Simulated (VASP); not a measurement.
CdF2: single point with LDA

CdF2:

```xyz
3
Lattice="0.0000 2.6940 2.6940 2.6940 0.0000 2.6940 2.6940 2.6940 0.0000" Properties=species:S:1:pos:R:3 pbc="T T T"
Cd    0.0000    0.0000    0.0250
F     1.3470    1.3470    1.3470
F     4.0410    4.0410    4.0410
```

```
Program                : VASP 6.6.1
Task                   : single point
Functional             : LDA
Potentials or basis    : VASP PAW LDA potentials, release 64 (Cd, F)
Cutoff                 : 600 eV
k mesh                 : 5 × 5 × 5
Occupations            : gaussian, width 0.01 eV
Spin                   : no spin polarisation
Dipole correction      : no
Further INCAR settings : ALGO = Normal; EDIFF = 1e-06; NBANDS = 20
```

| Quantity | Value |
| --- | --- |
| Pressure | -4.9 GPa |
| Largest force | 0.122 eV/Å |
| Band gap on the k mesh | 2.88 eV (least direct gap 3.28 eV) |

Forces in eV/Å, atoms in the order of the input:
```
Cd   0.000  0.000 -0.122
F    0.000  0.000  0.061
F    0.000  0.000  0.061
```

Levels at points of the mesh, in eV from the valence-band top:
```csv
k point,band 11,band 12,band 13,band 14,band 15,band 16
"(0.00, 0.00, 0.00)",-0.40,-0.40,-0.40,2.88,12.39,12.39
```

It took 27 s on 1 thread of AMD EPYC 7R13, on a shared host, peak memory 0.15 GiB.

Caveat: the cell stands under tension. LDA gaps usually lie below the measured ones, often by a third to a half.
